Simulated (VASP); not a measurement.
# BiTe (I4/mmm) in VASP: a series of runs

Runs on BiTe. Level: PBE. Tasks: single point.

All numbers are computed with VASP 6.6.1; they aren't measurements. Logs are shortened: lines on timing, memory, paths and dates and some standing lists are left out, and cuts for length are marked.

## (1) The cell of the first run

The structure is tetragonal, space group I4/mmm (No. 139). The conventional cell has a = 4.575 Å, b = 4.575 Å, c = 6.341 Å, α = 90.00°, β = 90.00°, γ = 90.00°. Bi (site symmetry 4/mmm) has 6 Te at 3.17 to 3.23 Å within 4.2 Å. Te (site symmetry 4/mmm) has 6 Bi at 3.17 to 3.23 Å within 4.2 Å.

## (2) Single point, PBE (z stretched by -2 %, then relaxed in part)

File INCAR:

```
SYSTEM = BiTe
ALGO = Normal
EDIFF = 1E-6
ENCUT = 520
GGA = PE
ISIF = 2
ISMEAR = -1
LASPH = .TRUE.
LCHARG = .FALSE.
LREAL = .FALSE.
LWAVE = .FALSE.
NBANDS = 18
NELM = 60
PREC = Accurate
SIGMA = 0.05
```

File KPOINTS:

```
k-points
0
G
  13 13 13
  0 0 0
```

File POSCAR:

```
BiTe
1.0
    0.0000000000      3.2350000000      3.1703000000
    3.2350000000      0.0000000000      3.1703000000
    3.2350000000      3.2350000000      0.0000000000
Bi Te
1 1
Direct
    0.0000000000      0.0000000000      0.0000000000
    0.5000000000      0.5000000000      0.5000000000
```

Potentials or basis: VASP PAW PBE potentials, release 64 (Bi_d, Te).

Run with:

```
> cat potpaw_PBE.64/Bi_d/POTCAR potpaw_PBE.64/Te/POTCAR > POTCAR
> mpirun -np 1 vasp_std > vasp.out
```

OUTCAR:

```text
SYSTEM = BiTe
   EDIFF = 1E-6
   ENCUT = 520
   GGA = PE
   ISIF = 2
   ISMEAR = -1
   LASPH = .TRUE.
   LREAL = .FALSE.
   NELM = 60
   PREC = Accurate

 ion  position               nearest neighbor table
   1  0.000  0.000  0.000-   2 3.17   2 3.17   2 3.23   2 3.23   2 3.23   2 3.23
   2  0.500  0.500  0.500-   1 3.17   1 3.17   1 3.23   1 3.23   1 3.23   1 3.23

  LATTYP: Found a body centered tetragonal cell.
 ALAT       =     4.5749808743
 C/A-ratio  =     1.3859292911

  Lattice vectors:

 A1 = (   0.0000000000,  -3.2350000000,  -3.1703000000)
 A2 = (   0.0000000000,   3.2350000000,  -3.1703000000)
 A3 = (   3.2350000000,   0.0000000000,   3.1703000000)

Analysis of symmetry for initial positions (statically):
=====================================================================
 Subroutine PRICEL returns:
 Original cell was already a primitive cell.

 Routine SETGRP: Setting up the symmetry group for a
 body centered tetragonal supercell.

 Subroutine GETGRP returns: Found 16 space group operations
 (whereof 16 operations were pure point group operations)
 out of a pool of 16 trial point group operations.

The static configuration has the point symmetry D_4h.

Analysis of symmetry for dynamics (positions and initial velocities):
=====================================================================
 Subroutine PRICEL returns:
 Original cell was already a primitive cell.

 Routine SETGRP: Setting up the symmetry group for a
 body centered tetragonal supercell.

 Subroutine GETGRP returns: Found 16 space group operations
 (whereof 16 operations were pure point group operations)
 out of a pool of 16 trial point group operations.

The dynamic configuration has the point symmetry D_4h.

 Subroutine INISYM returns: Found 16 space group operations
 (whereof 16 operations are pure point group operations),
 and found     1 'primitive' translations

----------------------------------------------------------------------------------------

                                     Primitive cell

  volume of cell :      66.3558

  direct lattice vectors                    reciprocal lattice vectors
     0.000000000  3.235000000  3.170300000    -0.154559505  0.154559505  0.157713781
     3.235000000  0.000000000  3.170300000     0.154559505 -0.154559505  0.157713781
     3.235000000  3.235000000  0.000000000     0.154559505  0.154559505 -0.157713781

  length of vectors
     4.529462119  4.529462119  4.574980874     0.269538343  0.269538343  0.269538343

  position of ions in fractional coordinates (direct lattice)
[... 74 lines left out ...]
   LNONCOLLINEAR =      F non collinear calculations
   LSORBIT =      F    spin-orbit coupling
   LASPH  =      T    aspherical Exc in radial PAW
   ENCUT  =  520.0 eV  38.22 Ry    6.18 a.u.   8.42  8.42  8.51*2*pi/ulx,y,z
   NELM   =     60;   NELMIN=  2; NELMDL= -5     # of ELM steps
   EDIFF  = 0.1E-05   stopping-criterion for ELM
   LREAL  =      F    real-space projection
   EDIFFG = 0.1E-04   stopping-criterion for IOM
   NSW    =      0    number of steps for IOM
   IBRION =     -1    ionic relax: 0-MD 1-quasi-New 2-CG
   NFREE  =      0    steps in history (QN), initial steepest desc. (CG)
   ISIF   =      2    stress and relaxation
   ISYM   =      2    0-nonsym 1-usesym 2-fastsym
   POTIM  = 0.5000    time-step for ionic-motion
   TEBEG  =    0.0;   TEEND  =   0.0 temperature during run
   PSTRESS=    0.0 pullay stress
   NELECT =      21.0000    total number of electrons
   NUPDOWN=      -1.0000    fix difference up-down
   EMIN   =  10.00;   EMAX   =-10.00  energy-range for DOS
   EFERMI =   0.00;   METHOD = LEGACY
   ISMEAR =    -1;   SIGMA  =   0.05  broadening in eV -4-tet -1-fermi 0-gaus
   EFERMI_NEDOS =   21; number of points for ismear=-14 and -15
   IALGO  =     38    algorithm
   IMIX   =      4    mixing-type and parameters
     AMIX     =   0.40;   BMIX     =  1.00
     AMIX_MAG =   1.60;   BMIX_MAG =  1.00
  volume/ion in A,a.u.               =      33.18       223.90
  Fermi-wavevector in a.u.,A,eV,Ry     =   1.115634  2.108242 16.934335  1.244639
  Thomas-Fermi vector in A             =   2.252240
   LORBIT       =      0    0 simple, 1 ext, 2 COOP (PROOUT), +10 PAW based schemes
   GGA     = PE    functional components
[... 5 lines left out ...]
 non-spin polarized calculation
  energy-cutoff  :      520.00
  volume of cell :       66.36
 maximum number of plane-waves:      1819
 NGX is ok and might be reduce to    36
   NGX = 17   NGY = 17   NGZ = 17

 number of electron      21.0000003 magnetization

 Free energy of the ion-electron system (eV)
  ---------------------------------------------------
  ext. energy  EPLUGINS =         0.00000000
  ---------------------------------------------------
  free energy    TOTEN  =        -7.16239799 eV

  energy without entropy =       -7.15073627  energy(sigma->0) =       -7.15656713

 E-fermi :   6.8908     XC(G=0):  -9.5247

 val. band max:        6.8859348506   @ k =   0.3077   0.0000   0.0000
 cond. band min:       6.8996240466   @ k =  -0.3077   0.0769   0.3077
 fundamental gap:      0.0136891960
 Fermi energy:         6.8907649345

 k-point     1 :       0.0000    0.0000    0.0000
  band No.  band energies     occupation
      1     -16.2712      2.00000
      2     -16.2623      2.00000
      3     -16.2623      2.00000
      4     -16.2543      2.00000
      5     -16.2502      2.00000
      6      -6.7713      2.00000
[... 481 lines left out ...]
      5     -16.2482      2.00000
      6      -5.1121      2.00000
[... 10 lines left out ...]
     17      15.4519      0.00000
     18      16.3140      0.00000

 [... further k-points ...]

------------------------ aborting loop because EDIFF is reached ----------------------------------------

  FORCE on cell =-STRESS in cart. coord.  units (eV):
  Direction    XX          YY          ZZ          XY          YZ          ZX
  --------------------------------------------------------------------------------------
  -------------------------------------------------------------------------------------
  Total        0.4964732      0.4964732      1.2485296      0.0000000      0.0000000      0.0000000
  in kB       11.9874680     11.9874680     30.1460552      0.0000000      0.0000000      0.0000000
  external PRESSURE =      18.0403304 kB  Pullay stress =       0.0000000 kB

 VOLUME and BASIS-vectors are now :
 -----------------------------------------------------------------------------
  energy-cutoff  :      520.00
  volume of cell :       66.36
      direct lattice vectors                 reciprocal lattice vectors
     0.000000000  3.235000000  3.170300000    -0.154559505  0.154559505  0.157713781
     3.235000000  0.000000000  3.170300000     0.154559505 -0.154559505  0.157713781
     3.235000000  3.235000000  0.000000000     0.154559505  0.154559505 -0.157713781

 POSITION                                       TOTAL-FORCE (eV/Angst)
 -----------------------------------------------------------------------------------
      0.00000      0.00000      0.00000         0.000000     -0.000000     -0.000000
      3.23500      3.23500      3.17030        -0.000000      0.000000      0.000000
 -----------------------------------------------------------------------------------
    total drift:                               -0.000000      0.000000      0.000000

  FREE ENERGIE OF THE ION-ELECTRON SYSTEM (eV)
  ---------------------------------------------------
  free  energy   TOTEN  =        -7.1623979890 eV

  energy  without entropy=       -7.1507362715  energy(sigma->0) =       -7.15656713
```

It took 4.8 min on 1 thread of Intel Xeon 8259CL, shared host; peak memory 0.38 GiB.

Results:

* Free energy: -7.1624 eV
* Pressure: 1.8 GPa
* Band gap on the k mesh: zero (an odd number of electrons rules out a gap without spin polarisation)

Caveat: the cell differs from its parent crystal (z stretched by -2 %, then relaxed in part); spin-orbit coupling is left out, which moves the levels of the heavy elements.

## (3) Single point, PBE (z stretched by -1 %, then relaxed in part)

File INCAR:

```
SYSTEM = BiTe
  ALGO = Normal
  EDIFF = 1E-6
  ENCUT = 520
  GGA = PE
  ISIF = 2
  ISMEAR = -1
  LASPH = .True.
  LCHARG = .False.
  LREAL = .False.
  LWAVE = .False.
  NBANDS = 18
  NELM = 60
  PREC = Accurate
  SIGMA = 0.05
```

File KPOINTS:

```
k-points
0
Gamma
  13 13 13
  0 0 0
```

File POSCAR:

```
BiTe
1.0
    0.0000000000      3.2350000000      3.2026500000
    3.2350000000      0.0000000000      3.2026500000
    3.2350000000      3.2350000000      0.0000000000
Bi Te
1 1
Direct
    0.0000000000      0.0000000000      0.0000000000
    0.5000000000      0.5000000000      0.5000000000
```

Potentials or basis: VASP PAW PBE potentials, release 64 (Bi_d, Te).

Run with:

```
> cat potpaw_PBE.64/Bi_d/POTCAR potpaw_PBE.64/Te/POTCAR > POTCAR
> mpirun -np 1 vasp_std > vasp.out
```

OUTCAR:

```text
SYSTEM = BiTe
   EDIFF = 1E-6
   ENCUT = 520
   GGA = PE
   ISIF = 2
   ISMEAR = -1
   LASPH = .True.
   LREAL = .False.
   NELM = 60
   PREC = Accurate

 ion  position               nearest neighbor table
   1  0.000  0.000  0.000-   2 3.20   2 3.20   2 3.23   2 3.23   2 3.23   2 3.23
   2  0.500  0.500  0.500-   1 3.20   1 3.20   1 3.23   1 3.23   1 3.23   1 3.23

  LATTYP: Found a body centered tetragonal cell.
 ALAT       =     4.5749808743
 C/A-ratio  =     1.4000714267

  Lattice vectors:

[... 690 lines left out ...]

------------------------ aborting loop because EDIFF is reached ----------------------------------------

  FORCE on cell =-STRESS in cart. coord.  units (eV):
  Direction    XX          YY          ZZ          XY          YZ          ZX
  --------------------------------------------------------------------------------------
  -------------------------------------------------------------------------------------
  Total        0.4027903      0.4027903      0.7375371      0.0000000      0.0000000      0.0000000
  in kB        9.6272337      9.6272337     17.6281355      0.0000000      0.0000000      0.0000000
  external PRESSURE =      12.2942010 kB  Pullay stress =       0.0000000 kB

 VOLUME and BASIS-vectors are now :
 -----------------------------------------------------------------------------
  energy-cutoff  :      520.00
  volume of cell :       67.03
      direct lattice vectors                 reciprocal lattice vectors
     0.000000000  3.235000000  3.202650000    -0.154559505  0.154559505  0.156120713
     3.235000000  0.000000000  3.202650000     0.154559505 -0.154559505  0.156120713
     3.235000000  3.235000000  0.000000000     0.154559505  0.154559505 -0.156120713

 POSITION                                       TOTAL-FORCE (eV/Angst)
 -----------------------------------------------------------------------------------
      0.00000      0.00000      0.00000         0.000000     -0.000000      0.000000
      3.23500      3.23500      3.20265        -0.000000      0.000000     -0.000000
 -----------------------------------------------------------------------------------
    total drift:                               -0.000000      0.000000      0.000000

  FREE ENERGIE OF THE ION-ELECTRON SYSTEM (eV)
  ---------------------------------------------------
  free  energy   TOTEN  =        -7.1726559368 eV

  energy  without entropy=       -7.1604080323  energy(sigma->0) =       -7.16653198
```

OSZICAR:

```text
N       E                     dE             d eps       ncg     rms          rms(c)
DAV:   1     0.158748125210E+03    0.15875E+03   -0.98338E+03  7064   0.112E+03
DAV:   2     0.494541000318E+01   -0.15380E+03   -0.14975E+03  7478   0.304E+02
DAV:   3    -0.685254372832E+01   -0.11798E+02   -0.11667E+02  8714   0.893E+01
DAV:   4    -0.718006868014E+01   -0.32752E+00   -0.32682E+00  8598   0.158E+01
DAV:   5    -0.719406093049E+01   -0.13992E-01   -0.13991E-01  9730   0.312E+00    0.659E+00
DAV:   6    -0.716865259557E+01    0.25408E-01   -0.88512E-02  9958   0.183E+00    0.407E+00
DAV:   7    -0.717281822735E+01   -0.41656E-02   -0.27090E-02  7932   0.855E-01    0.521E-01
DAV:   8    -0.717252652729E+01    0.29170E-03   -0.44255E-03  8858   0.446E-01    0.122E-01
DAV:   9    -0.717265570090E+01   -0.12917E-03   -0.40466E-04  7920   0.120E-01    0.422E-02
DAV:  10    -0.717265635415E+01   -0.65324E-06   -0.12672E-05  9454   0.223E-02    0.300E-02
DAV:  11    -0.717265593679E+01    0.41736E-06   -0.58964E-06  7596   0.138E-02
   1 F= -.71726559E+01 E0= -.71665320E+01  d E =-.122479E-01
```

Run time: 4.5 min. Hardware: 1 thread of Intel Xeon 8259CL, shared host; peak memory 0.39 GiB.

What came out:

- Free energy: -7.1727 eV
- Pressure: 1.2 GPa
- Band gap on the k mesh: zero (an odd number of electrons rules out a gap without spin polarisation)

Caveat: the cell differs from its parent crystal (z stretched by -1 %, then relaxed in part); spin-orbit coupling is left out, which moves the levels of the heavy elements.

## (4) Single point, PBE (z stretched by +1 %, then relaxed in part)

File INCAR:

```
SYSTEM = BiTe
ALGO = Normal
EDIFF = 1E-7
ENCUT = 520
GGA = PE
ISIF = 2
ISMEAR = -1
LASPH = .True.
LCHARG = .True.
LELF = .True.
LREAL = .False.
LVHAR = .True.
LWAVE = .False.
NBANDS = 18
NELM = 60
PREC = Accurate
SIGMA = 0.05
```

KPOINTS is that of step 3.

File POSCAR:

```
BiTe
1.0
    0.0000000000      3.2350000000      3.2673500000
    3.2350000000      0.0000000000      3.2673500000
    3.2350000000      3.2350000000      0.0000000000
Bi Te
1 1
Direct
    0.0000000000      0.0000000000      0.0000000000
    0.5000000000      0.5000000000      0.5000000000
```

Run with:

```
> cat potpaw_PBE.64/Bi_d/POTCAR potpaw_PBE.64/Te/POTCAR > POTCAR
> mpirun -np 1 vasp_std > vasp.out
```

It took 5.9 min on 1 thread of Intel Xeon 8259CL, shared host; peak memory 0.39 GiB.

Results (log left out):

| Property | Result |
| --- | --- |
| Free energy | -7.1793 eV |
| Pressure | 0.2 GPa |
| Band gap on the k mesh | zero (an odd number of electrons rules out a gap without spin polarisation) |

Stress tensor (GPa, compression positive):
```
 0.48  0.00  0.00
 0.00  0.48  0.00
 0.00  0.00 -0.23
```

Levels at points of the mesh, in eV from the Fermi level:
| k point | band 7 | band 8 | band 9 | band 10 | band 11 | band 12 | band 13 | band 14 |
| --- | --- | --- | --- | --- | --- | --- | --- | --- |
| (0.00, 0.00, 0.00) | -8.16 | -2.56 | -2.56 | -2.42 | 1.99 | 2.22 | 2.22 | 4.64 |

Caveat: the cell differs from its parent crystal (z stretched by +1 %, then relaxed in part); spin-orbit coupling is left out, which moves the levels of the heavy elements.

## (5) Single point, PBE (z stretched by +2 %, then relaxed in part)

File INCAR:

```
  PREC = Accurate
  ENCUT = 520
  EDIFF = 1E-6
  ISMEAR = -1
  SIGMA = 0.05
  LREAL = False
  LASPH = True
  NELM = 60
  ALGO = Normal
  ISIF = 2
  LWAVE = False
  LCHARG = True
  GGA = PE
  LELF = True
  LVHAR = True
  NBANDS = 18
```

File KPOINTS:

```
Automatic mesh
0
Gamma
  13 13 13
```

File POSCAR:

```
BiTe
1.0
    0.0000000000      3.2350000000      3.2997000000
    3.2350000000      0.0000000000      3.2997000000
    3.2350000000      3.2350000000      0.0000000000
Bi Te
1 1
Direct
    0.0000000000      0.0000000000      0.0000000000
    0.5000000000      0.5000000000      0.5000000000
```

Run with:

```
> cat potpaw_PBE.64/Bi_d/POTCAR potpaw_PBE.64/Te/POTCAR > POTCAR
> mpirun -np 1 vasp_std > vasp.out
```

Run time: 4.8 min. Hardware: 1 thread of Intel Xeon 8259CL, shared host; peak memory 0.39 GiB.

Results (log left out):

```
Free energy            : -7.1765 eV
Pressure               : -0.2 GPa
Band gap on the k mesh : zero (an odd number of electrons rules out a gap without spin polarisation)
```

Stress tensor (GPa, compression positive):
```
 0.23  0.00  0.00
 0.00  0.23  0.00
 0.00  0.00 -1.16
```

Levels at points of the mesh, in eV from the Fermi level:
| k point | band 7 | band 8 | band 9 | band 10 | band 11 | band 12 | band 13 | band 14 |
| --- | --- | --- | --- | --- | --- | --- | --- | --- |
| (0.00, 0.00, 0.00) | -8.19 | -2.58 | -2.58 | -2.32 | 1.83 | 2.26 | 2.26 | 4.61 |

Caveat: the cell differs from its parent crystal (z stretched by +2 %, then relaxed in part); spin-orbit coupling is left out, which moves the levels of the heavy elements.

## (6) Summary

```tsv
cell	gap on the mesh (eV)	pressure (GPa)
a = 4.529, b = 4.529, c = 4.575 Å, angles 59.7, 59.7, 60.7°, 2 atoms	none	1.8
a = 4.552, b = 4.552, c = 4.575 Å, angles 59.8, 59.8, 60.3°, 2 atoms	none	1.2
a = 4.598, b = 4.598, c = 4.575 Å, angles 60.2, 60.2, 59.7°, 2 atoms	none	0.2
a = 4.621, b = 4.621, c = 4.575 Å, angles 60.3, 60.3, 59.3°, 2 atoms	none	-0.2
```

Alike in all rows: task single point; level PBE; potentials or basis VASP PAW PBE potentials, release 64 (Bi_d, Te); no spin polarisation; k mesh 13 × 13 × 13; cutoff (eV) 520; smearing fermi-dirac 0.05 eV.

Caveats: spin-orbit coupling is left out, which moves the levels of the heavy elements.

Absolute energies hang on the potentials; compare differences alone.

The gap in the log of VASP goes by the Fermi energy; the results here count the filled bands.